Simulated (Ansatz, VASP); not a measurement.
One calculation of RbCl3, two programs

```xyz
8
Lattice="6.2692 0.0000 0.0000 -3.1346 5.4293 0.0000 0.0000 0.0000 7.2501" Properties=species:S:1:pos:R:3 pbc="T T T"
Rb    0.0000    3.6195    1.8125
Rb    3.1346    1.8098    5.4376
Cl    3.1346    3.5823    1.8125
Cl   -1.5351    4.5058    5.4376
Cl    1.5995    0.9235    1.8125
Cl    0.0000    1.8470    5.4376
Cl    4.6697    0.9235    1.8125
Cl    1.5351    4.5058    5.4376
```

Alike in both runs: functional PBE; k mesh 6 × 6 × 8; occupations gaussian, width 0.1 eV; no spin polarisation.

Ansatz relaxed the structure, and its values are those at the end. VASP's run is a single point on that final structure, the one shown.

|  | VASP | Ansatz |
| --- | --- | --- |
| version | VASP 6.6.1 | Ansatz 0.2.0 |
| potentials or method | VASP PAW PBE potentials, release 64 (Rb_sv, Cl), cutoff 520 eV | scalar-relativistic, plane waves, PAW |
| valence electrons in the cell | 60 | 60 |

```tsv
	VASP	Ansatz	Ansatz less VASP
gap on the k mesh at the Fermi level (eV)	none	none	-
pressure (GPa)	0.0	0.0	0.00
```

A gap of «none» marks a metal or a gap that the smearing closes.
